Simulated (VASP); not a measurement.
# TiSi2 (Immm) in VASP: notebook

Runs on TiSi2. Level: PBE. Tasks: single point.

Everything below comes from runs of VASP 6.6.1. Logs are shortened: lines on timing, memory, paths and dates and some standing lists are left out, and cuts for length are marked.

### 1 The cell of the first run

Symmetry: Immm, No. 71, orthorhombic system. The conventional cell has a = 2.946 Å, b = 3.424 Å, c = 8.424 Å, α = 90.00°, β = 90.00°, γ = 90.00°. Ti (site symmetry mmm) has 10 Si at 2.67 to 2.78 Å and 4 Ti at 2.95 to 3.42 Å within 3.5 Å. Within 3.5 Å of Si (site symmetry mm2) lie 9 Si at 2.63 to 3.42 Å and 5 Ti at 2.67 to 2.78 Å.

### 2 Single point, PBE

INCAR reads:

```
PREC = Accurate ; ENCUT = 520
EDIFF = 1E-7 ; ISMEAR = -1
SIGMA = 0.05 ; LREAL = False
LASPH = True ; NELM = 60
ALGO = Normal ; ISIF = 2
LWAVE = False ; LCHARG = True
GGA = PE ; LELF = True
LVHAR = True ; NBANDS = 17
```

KPOINTS reads:

```
regular mesh
0
Gamma
  12 12 12
```

POSCAR reads:

```
TiSi2
1.0
   -1.4728720000      1.7121300000      4.2120830000
    1.4728720000     -1.7121300000      4.2120830000
    1.4728720000      1.7121300000     -4.2120830000
Ti Si
1 2
Direct
    0.0000000000      0.0000000000      0.0000000000
    0.6700780000      0.6700780000      0.0000000000
    0.3299220000      0.3299220000      0.0000000000
```

Potentials or basis: VASP PAW PBE potentials, release 64 (Ti_sv, Si).

Started as:

```sh
$ cat potpaw_PBE.64/Ti_sv/POTCAR potpaw_PBE.64/Si/POTCAR > POTCAR
$ mpirun -np 1 vasp_std > vasp.out
```

OUTCAR:

```text
PREC = Accurate
   ENCUT = 520
   EDIFF = 1E-7
   ISMEAR = -1
   LREAL = False
   LASPH = True
   NELM = 60
   ISIF = 2
   GGA = PE

 ion  position               nearest neighbor table
   1  0.000  0.000  0.000-   2 2.67   2 2.67   2 2.67   3 2.67   2 2.67   3 2.67   3 2.67   3 2.67
                             2 2.78   3 2.78
   2  0.670  0.670  0.000-   3 2.63   3 2.63   3 2.63   3 2.63   1 2.67   1 2.67   1 2.67   1 2.67
                             1 2.78   3 2.87
   3  0.330  0.330  0.000-   2 2.63   2 2.63   2 2.63   2 2.63   1 2.67   1 2.67   1 2.67   1 2.67
                             1 2.78   2 2.87

  LATTYP: Found a body centered orthorhombic cell.
 ALAT       =     2.9457440000
 B/A-ratio  =     1.1624431723
 C/A-ratio  =     2.8597753233

  Lattice vectors:

 A1 = (  -1.4728720000,   1.7121300000,   4.2120830000)
 A2 = (   1.4728720000,  -1.7121300000,   4.2120830000)
 A3 = (   1.4728720000,   1.7121300000,  -4.2120830000)

Analysis of symmetry for initial positions (statically):
=====================================================================
 Subroutine PRICEL returns:
 Original cell was already a primitive cell.

 Routine SETGRP: Setting up the symmetry group for a
 body centered orthorhombic supercell.

 Subroutine GETGRP returns: Found  8 space group operations
 (whereof  8 operations were pure point group operations)
 out of a pool of  8 trial point group operations.

The static configuration has the point symmetry D_2h.

Analysis of symmetry for dynamics (positions and initial velocities):
=====================================================================
 Subroutine PRICEL returns:
 Original cell was already a primitive cell.

 Routine SETGRP: Setting up the symmetry group for a
 body centered orthorhombic supercell.

 Subroutine GETGRP returns: Found  8 space group operations
 (whereof  8 operations were pure point group operations)
 out of a pool of  8 trial point group operations.

The dynamic configuration has the point symmetry D_2h.

 Subroutine INISYM returns: Found  8 space group operations
 (whereof  8 operations are pure point group operations),
 and found     1 'primitive' translations

----------------------------------------------------------------------------------------

                                     Primitive cell

  volume of cell :      42.4873

  direct lattice vectors                    reciprocal lattice vectors
    -1.472872000  1.712130000  4.212083000     0.000000000  0.292033899  0.118706113
     1.472872000 -1.712130000  4.212083000     0.339472812  0.000000000  0.118706113
     1.472872000  1.712130000 -4.212083000     0.339472812  0.292033899  0.000000000

  length of vectors
     4.779370698  4.779370698  4.779370698     0.315237909  0.359628880  0.447800836

  position of ions in fractional coordinates (direct lattice)
     0.000000000  0.000000000  0.000000000
     0.670078000  0.670078000  0.000000000
     0.329922000  0.329922000  0.000000000

  ion indices of the primitive-cell ions
   primitive index   ion index
                 1           1
                 2           2
                 3           3

----------------------------------------------------------------------------------------

 KPOINTS: regular mesh

Automatic generation of k-mesh.
 Grid dimensions read from file:
 generate k-points for:   12   12   12

 Generating k-lattice:

  Cartesian coordinates                     Fractional coordinates (reciprocal lattice)
     0.000000000  0.024336158  0.009892176     0.083333333  0.000000000 -0.000000000
     0.028289401  0.000000000  0.009892176     0.000000000  0.083333333  0.000000000
     0.028289401  0.024336158  0.000000000    -0.000000000  0.000000000  0.083333333

  Length of vectors
     0.026269826  0.029969073  0.037316736

  Shift w.r.t. Gamma in fractional coordinates (k-lattice)
     0.000000000  0.000000000  0.000000000

 Subroutine IBZKPT returns following result:
 ===========================================

 Found    280 irreducible k-points:

 Following reciprocal coordinates:
            Coordinates               Weight
  0.000000  0.000000  0.000000      1.000000
  0.083333  0.000000 -0.000000      4.000000
  0.166667 -0.000000  0.000000      4.000000
  0.250000  0.000000 -0.000000      4.000000
  0.333333  0.000000  0.000000      4.000000
  0.416667 -0.000000  0.000000      4.000000
[... 16 lines left out ...]
  0.250000  0.166667 -0.000000      8.000000
  0.333333  0.166667  0.000000      8.000000
 [... further k-points ...]
   k-points           NKPTS =    280   k-points in BZ     NKDIM =    280   number of bands    NBANDS=     17
   number of dos      NEDOS =    301   number of ions     NIONS =      3
   total plane-waves  NPLWV =  46656
   dimension x,y,z NGX =    36 NGY =   36 NGZ =   36
   dimension x,y,z NGXF=    72 NGYF=   72 NGZF=   72
   ions per type =               1   2
   NGX,Y,Z   is equivalent  to a cutoff of  12.52, 12.52, 12.52 a.u.
[... 108 lines left out ...]
      6       3.7319      2.00000
[... 9 lines left out ...]
     16      16.7380      0.00000
     17      17.6035      0.00000

 k-point     5 :       0.3333    0.0000    0.0000
  band No.  band energies     occupation
      1     -46.2675      2.00000
      2     -22.6504      2.00000
      3     -22.5951      2.00000
      4     -22.3237      2.00000
      5      -1.0103      2.00000
      6       2.7901      2.00000
[... 9 lines left out ...]
     16      17.2036      0.00000
     17      17.7400      0.00000

 k-point     6 :       0.4167   -0.0000    0.0000
  band No.  band energies     occupation
      1     -46.2664      2.00000
      2     -22.6675      2.00000
      3     -22.5937      2.00000
      4     -22.3225      2.00000
      5      -0.2015      2.00000
      6       1.7648      2.00000
[... 9 lines left out ...]
     16      17.1485      0.00000
     17      17.3083      0.00000

 k-point     7 :       0.5000    0.0000   -0.0000
  band No.  band energies     occupation
      1     -46.2660      2.00000
      2     -22.6738      2.00000
      3     -22.5932      2.00000
      4     -22.3221      2.00000
      5       0.6014      2.00000
      6       0.8829      2.00000
[... 9 lines left out ...]
     16      16.8409      0.00000
     17      16.9448      0.00000

 k-point     8 :       0.0000    0.0833   -0.0000
  band No.  band energies     occupation
      1     -46.2698      2.00000
      2     -22.5981      2.00000
      3     -22.5770      2.00000
      4     -22.3519      2.00000
      5      -2.4326      2.00000
      6       5.0546      2.00000
[... 9 lines left out ...]
     16      14.4092      0.00000
     17      15.8397      0.00000
[... 203 lines left out ...]
      1     -46.2694      2.00000
      2     -22.5973      2.00000
      3     -22.5833      2.00000
      4     -22.3514      2.00000
      5      -2.3578      2.00000
      6       5.4310      2.00000
[... 9 lines left out ...]
     16      14.5940      0.00000
     17      15.9825      0.00000

 k-point    20 :       0.0000    0.1667   -0.0000
  band No.  band energies     occupation
      1     -46.2632      2.00000
      2     -22.5911      2.00000
      3     -22.5700      2.00000
      4     -22.4148      2.00000
      5      -2.0381      2.00000
      6       4.8519      2.00000
[... 9 lines left out ...]
     16      14.9873      0.00000
     17      15.2788      0.00000

 k-point    21 :       0.0833    0.1667   -0.0000
  band No.  band energies     occupation
      1     -46.2627      2.00000
      2     -22.5911      2.00000
      3     -22.5762      2.00000
      4     -22.4142      2.00000
      5      -1.8904      2.00000
      6       4.4094      2.00000
[... 9 lines left out ...]
     16      15.2662      0.00000
     17      15.5389      0.00000

 k-point    22 :       0.1667    0.1667   -0.0000
  band No.  band energies     occupation
      1     -46.2616      2.00000
      2     -22.5933      2.00000
      3     -22.5898      2.00000
      4     -22.4125      2.00000
      5      -1.5536      2.00000
      6       4.0106      2.00000
[... 9 lines left out ...]
     16      15.5460      0.00000
     17      16.4909      0.00000

 k-point    23 :       0.2500    0.1667   -0.0000
  band No.  band energies     occupation
      1     -46.2601      2.00000
      2     -22.6160      2.00000
      3     -22.5881      2.00000
      4     -22.4103      2.00000
      5      -1.0409      2.00000
      6       3.5531      2.00000
[... 9 lines left out ...]
     16      15.6229      0.00000
     17      17.7445      0.00000

 k-point    24 :       0.3333    0.1667    0.0000
  band No.  band energies     occupation
      1     -46.2585      2.00000
      2     -22.6387      2.00000
      3     -22.5860      2.00000
      4     -22.4081      2.00000
      5      -0.3715      2.00000
      6       2.8601      2.00000
[... 9 lines left out ...]
     16      15.2129      0.00000
     17      17.7624      0.00000

 [... further k-points ...]

------------------------ aborting loop because EDIFF is reached ----------------------------------------

  FORCE on cell =-STRESS in cart. coord.  units (eV):
  Direction    XX          YY          ZZ          XY          YZ          ZX
  --------------------------------------------------------------------------------------
  -------------------------------------------------------------------------------------
  Total        0.2164774      0.0348798     -0.0772463      0.0000000      0.0000000      0.0000000
  in kB        8.1632769      1.3153024     -2.9129271      0.0000000      0.0000000      0.0000000
  external PRESSURE =       2.1885507 kB  Pullay stress =       0.0000000 kB

 VOLUME and BASIS-vectors are now :
 -----------------------------------------------------------------------------
  energy-cutoff  :      520.00
  volume of cell :       42.49
      direct lattice vectors                 reciprocal lattice vectors
    -1.472872000  1.712130000  4.212083000     0.000000000  0.292033899  0.118706113
     1.472872000 -1.712130000  4.212083000     0.339472812  0.000000000  0.118706113
     1.472872000  1.712130000 -4.212083000     0.339472812  0.292033899  0.000000000

 POSITION                                       TOTAL-FORCE (eV/Angst)
 -----------------------------------------------------------------------------------
      0.00000      0.00000      0.00000         0.000000      0.000000      0.000000
      0.00000      0.00000      5.64485        -0.000000      0.000000     -0.013487
      0.00000      0.00000      2.77932         0.000000     -0.000000      0.013487
 -----------------------------------------------------------------------------------
    total drift:                               -0.000000      0.000000     -0.000000

  FREE ENERGIE OF THE ION-ELECTRON SYSTEM (eV)
  ---------------------------------------------------
  free  energy   TOTEN  =       -19.8581534750 eV

  energy  without entropy=      -19.8469199126  energy(sigma->0) =      -19.85253669
```

It took 7 min on 1 thread of Intel Xeon Platinum 8259CL at 2.50GHz (Skylake/Cascade Lake), shared host; peak memory 0.35 GiB.

Results:

- Free energy: -19.8582 eV
- Pressure: 0.2 GPa
- Largest force: 0.013 eV/Å
- Band gap on the k mesh: zero (band 10 reaches 11.33 eV, above the bottom of band 11 at 9.00 eV)

Forces in eV/Å, atoms in the order of the input:
```
Ti   0.000  0.000  0.000
Si   0.000  0.000 -0.013
Si   0.000  0.000  0.013
```

### 3 Single point, PBE (volume scaled by 1.02)

INCAR reads:

```
PREC = Accurate ; ENCUT = 520
EDIFF = 1E-7 ; ISMEAR = -1
SIGMA = 0.05 ; LREAL = False
LASPH = True ; NELM = 100
ALGO = Normal ; ISIF = 2
LWAVE = False ; LCHARG = False
GGA = PE ; NBANDS = 17
```

KPOINTS reads:

```
Automatic mesh
0
Gamma
  12 12 12
```

POSCAR reads:

```
TiSi2
1.0
   -1.4826264035      1.7234689397      4.2399784024
    1.4826264035     -1.7234689397      4.2399784024
    1.4826264035      1.7234689397     -4.2399784024
Ti Si
1 2
Direct
    0.0000000000      0.0000000000      0.0000000000
    0.6700780000      0.6700780000      0.0000000000
    0.3299220000      0.3299220000      0.0000000000
```

Potentials or basis: VASP PAW PBE potentials, release 64 (Ti_sv, Si).

Started as:

```sh
$ cat potpaw_PBE.64/Ti_sv/POTCAR potpaw_PBE.64/Si/POTCAR > POTCAR
$ mpirun -np 1 vasp_std > vasp.out
```

It took 7.3 min on 1 thread of Intel Xeon Platinum 8259CL at 2.50GHz (Skylake/Cascade Lake), shared host; peak memory 0.35 GiB.

The run converged. Its results:

| Quantity | Value |
| --- | --- |
| Free energy | -19.8523 eV |
| Pressure | -2.4 GPa |
| Largest force | 0.029 eV/Å |
| Band gap on the k mesh | zero (band 10 reaches 11.06 eV, above the bottom of band 11 at 8.78 eV) |

Forces on the atoms (eV/Å):
```
Ti   0.000  0.000  0.000
Si   0.000  0.000 -0.029
Si   0.000  0.000  0.029
```

Stress tensor (GPa, compression positive):
```
-1.66  0.00  0.00
 0.00 -2.59  0.00
 0.00  0.00 -3.00
```

Levels at points of the mesh, in eV from the Fermi level:
```csv
k point,band 8,band 9,band 10,band 11,band 12,band 13
"(0.00, 0.00, 0.00)",-2.12,-0.60,0.74,2.00,2.34,3.06
"(0.50, 0.00, 0.00)",-3.72,-0.67,0.94,2.00,2.50,3.40
"(0.00, 0.50, 0.00)",-3.35,-0.91,-0.41,0.96,2.73,3.25
"(0.50, 0.50, 0.00)",-4.71,-2.84,-1.26,-0.66,2.64,2.81
"(0.50, 0.50, 0.50)",-1.21,-0.33,0.44,1.93,2.40,2.40
```

### 4 Single point, PBE (volume scaled by 1.04)

INCAR reads:

```
  PREC = Accurate
  ENCUT = 520
  EDIFF = 1E-7
  ISMEAR = -1
  SIGMA = 0.05
  LREAL = F
  LASPH = T
  NELM = 60
  ALGO = Normal
  ISIF = 2
  LWAVE = F
  LCHARG = F
  GGA = PE
  NBANDS = 17
```

KPOINTS is that of step 3.

POSCAR reads:

```
TiSi2
1.0
   -1.4922541174      1.7346606101      4.2675115011
    1.4922541174     -1.7346606101      4.2675115011
    1.4922541174      1.7346606101     -4.2675115011
Ti Si
1 2
Direct
    0.0000000000      0.0000000000      0.0000000000
    0.6700780000      0.6700780000      0.0000000000
    0.3299220000      0.3299220000      0.0000000000
```

Started as:

```sh
$ cat potpaw_PBE.64/Ti_sv/POTCAR potpaw_PBE.64/Si/POTCAR > POTCAR
$ mpirun -np 1 vasp_std > vasp.out
```

Wall time 6.4 min (1 thread of Intel Xeon Platinum 8259CL at 2.50GHz (Skylake/Cascade Lake), shared host); peak memory 0.36 GiB.

Results (log left out):

```
Free energy            : -19.8333 eV
Pressure               : -4.8 GPa
Largest force          : 0.043 eV/Å
Band gap on the k mesh : zero (band 10 reaches 10.79 eV, above the bottom of band 11 at 8.57 eV)
```

Forces in eV/Å, atoms in the order of the input:
```
Ti   0.000  0.000  0.000
Si   0.000  0.000 -0.043
Si   0.000  0.000  0.043
```

Stress tensor (GPa, compression positive):
```
-3.89  0.00  0.00
 0.00 -5.04  0.00
 0.00  0.00 -5.42
```

Levels at points of the mesh, in eV from the Fermi level:
| k point | band 7 | band 8 | band 9 | band 10 | band 11 | band 12 | band 13 | band 14 |
| --- | --- | --- | --- | --- | --- | --- | --- | --- |
| (0.00, 0.00, 0.00) | -4.19 | -2.08 | -0.57 | 0.72 | 1.96 | 2.29 | 3.00 | 3.56 |
| (0.50, 0.00, 0.00) | -4.24 | -3.69 | -0.65 | 0.91 | 1.96 | 2.43 | 3.29 | 3.90 |
| (0.00, 0.50, 0.00) | -3.54 | -3.32 | -0.89 | -0.40 | 0.95 | 2.69 | 3.16 | 3.81 |
| (0.50, 0.50, 0.00) | -4.91 | -4.73 | -2.80 | -1.23 | -0.66 | 2.56 | 2.73 | 2.99 |
| (0.50, 0.50, 0.50) | -1.30 | -1.17 | -0.31 | 0.43 | 1.88 | 2.34 | 2.35 | 3.50 |

### 5 Single point, PBE (volume scaled by 1.06)

INCAR reads:

```
SYSTEM = TiSi2
PREC = Accurate ; ENCUT = 520
EDIFF = 1E-6 ; ISMEAR = -1
SIGMA = 0.05 ; LREAL = .False.
LASPH = .True. ; NELM = 60
ALGO = Normal ; ISIF = 2
LWAVE = .False. ; LCHARG = .False.
GGA = PE ; NBANDS = 17
```

KPOINTS reads:

```
regular mesh
0
Gamma
  12 12 12
  0 0 0
```

POSCAR reads:

```
TiSi2
1.0
   -1.5017591770      1.7457097017      4.2946938359
    1.5017591770     -1.7457097017      4.2946938359
    1.5017591770      1.7457097017     -4.2946938359
Ti Si
1 2
Direct
    0.0000000000      0.0000000000      0.0000000000
    0.6700780000      0.6700780000      0.0000000000
    0.3299220000      0.3299220000      0.0000000000
```

Started as:

```sh
$ cat potpaw_PBE.64/Ti_sv/POTCAR potpaw_PBE.64/Si/POTCAR > POTCAR
$ mpirun -np 1 vasp_std > vasp.out
```

Wall time 5 min (1 thread of Intel Xeon Platinum 8259CL at 2.50GHz (Skylake/Cascade Lake), shared host); peak memory 0.36 GiB.

The run converged. Its results:

- Free energy: -19.8023 eV
- Pressure: -6.9 GPa
- Largest force: 0.057 eV/Å
- Band gap on the k mesh: zero (band 10 reaches 10.54 eV, above the bottom of band 11 at 8.36 eV)

Forces on the atoms (eV/Å):
```
Ti   0.000  0.000  0.000
Si   0.000  0.000 -0.057
Si   0.000  0.000  0.057
```

Stress tensor (GPa, compression positive):
```
-5.89  0.00  0.00
 0.00 -7.24  0.00
 0.00  0.00 -7.59
```

Levels at points of the mesh, in eV from the Fermi level:
```
           k point  band 8  band 9  band 10  band 11  band 12  band 13
(0.00, 0.00, 0.00)   -2.05   -0.55     0.70     1.91     2.23     2.94
(0.50, 0.00, 0.00)   -3.66   -0.63     0.89     1.92     2.37     3.19
(0.00, 0.50, 0.00)   -3.29   -0.88    -0.38     0.94     2.65     3.06
(0.50, 0.50, 0.00)   -4.76   -2.76    -1.20    -0.66     2.49     2.66
(0.50, 0.50, 0.50)   -1.13   -0.29     0.42     1.84     2.28     2.29
```

### 6 The runs side by side

```tsv
cell	gap on the mesh (eV)	pressure (GPa)	largest force (eV/Å)
a = 4.779 Å, angles 144.1, 138.0, 56.4°, 3 atoms	none	0.2	0.01
a = 4.811 Å, angles 144.1, 138.0, 56.4°, 3 atoms	none	-2.4	0.03
a = 4.842 Å, angles 144.1, 138.0, 56.4°, 3 atoms	none	-4.8	0.04
a = 4.873 Å, angles 144.1, 138.0, 56.4°, 3 atoms	none	-6.9	0.06
```

Alike in all rows: task single point; level PBE; potentials or basis VASP PAW PBE potentials, release 64 (Ti_sv, Si); no spin polarisation; k mesh 12 × 12 × 12; cutoff (eV) 520; smearing fermi-dirac 0.05 eV.

Total energies depend on the potentials used, so only differences within one code and one set of settings carry meaning.
